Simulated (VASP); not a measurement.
A run of VASP 6.6.1:

The input INCAR:

```
SYSTEM = MgI2
ALGO     = Normal         ! electronic algorithm
EDIFF    = 1E-7           ! SCF threshold, eV
ENCUT    = 520            ! plane-wave cutoff, eV
GGA      = PE             ! functional
ISIF     = 2              ! what is computed and relaxed
ISMEAR   = 0              ! smearing method
LASPH    = .TRUE.         ! aspherical terms in the spheres
LCHARG   = .FALSE.        ! write CHGCAR
LREAL    = .FALSE.        ! projectors in reciprocal space
LWAVE    = .FALSE.        ! write WAVECAR
NBANDS   = 15             ! bands
NELM     = 60             ! most SCF steps
PREC     = Accurate       ! precision mode
SIGMA    = 0.05           ! smearing width, eV
```

KPOINTS

```
k-points
0
G
  6 6 4
  0 0 0
```

The input POSCAR:

```
MgI2
1.0
    4.2516112781      0.0000000000      0.0000000000
   -2.1258056391      3.6820033739      0.0000000000
    0.0000000000      0.0000000000      7.8941785324
Mg I
1 2
Direct
    0.0000000000      0.0000000000      0.0000000000
    0.3333333333      0.6666666667      0.7743456377
    0.6666666667      0.3333333333      0.2256543623
```

Potentials or basis: VASP PAW PBE potentials, release 64 (Mg, I).

The run is started by

```bash
$ cat potpaw_PBE.64/Mg/POTCAR potpaw_PBE.64/I/POTCAR > POTCAR
$ mpirun -np 1 vasp_std > vasp.out
```

Hardware: 1 thread of AMD EPYC 9R45 96-Core Processor (Zen 5), with other jobs on the host.

Q: How long does it take, and how much memory?

A: Run time: 22 s on 1 thread of AMD EPYC 9R45 96-Core Processor (Zen 5), on a shared host, peak memory 0.22 GiB. Counts: scf iterations 15, k points 24.
